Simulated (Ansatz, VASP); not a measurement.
## Two plane-wave programs on HfZrS3

```
Zr Hf S
1.0
    -2.29901    3.35740    4.03629
     2.29901   -3.35740    4.03629
     2.29901    3.35740   -4.03629
Zr Hf S
1 1 3
Direct
  0.50000 0.50000 0.00000
  0.00000 0.50000 0.50000
  0.81699 0.81699 0.00000
  0.18301 0.18301 0.00000
  0.50000 0.00000 0.50000
```

Alike in both runs: task relaxation of cell and atoms; functional PBE; k mesh 10 × 10 × 10; occupations gaussian, width 0.1 eV; no spin polarisation.

```csv
,VASP,Ansatz
version,VASP 6.6.1,Ansatz 0.2.0
potentials or method,"VASP PAW PBE potentials, release 64 (Zr_sv, Hf_pv, S), cutoff 600 eV","scalar-relativistic, plane waves, PAW"
valence electrons in the cell,40,56
```

Ansatz gave:

| Property | Result |
| --- | --- |
| gap on the k mesh at the Fermi level, each at its own relaxed structure (eV) | none |
| relaxed volume (Å³/atom) | 25.06 |
| relaxed length of the cell vector where the two differ most in proportion (Å) | 5.743 |

Question: Which values does VASP return?

Answer: gap on the k mesh at the Fermi level, each at its own relaxed structure (eV): none; relaxed volume (Å³/atom): 24.97; relaxed length of the cell vector where the two differ most in proportion (Å): 5.737.

A gap of «none» marks a metal or a gap that the smearing closes. VASP's potentials hold 40 valence electrons a cell and Ansatz's 56, so a difference there can come from the potentials and not from the codes.

Spin-orbit coupling is off throughout.
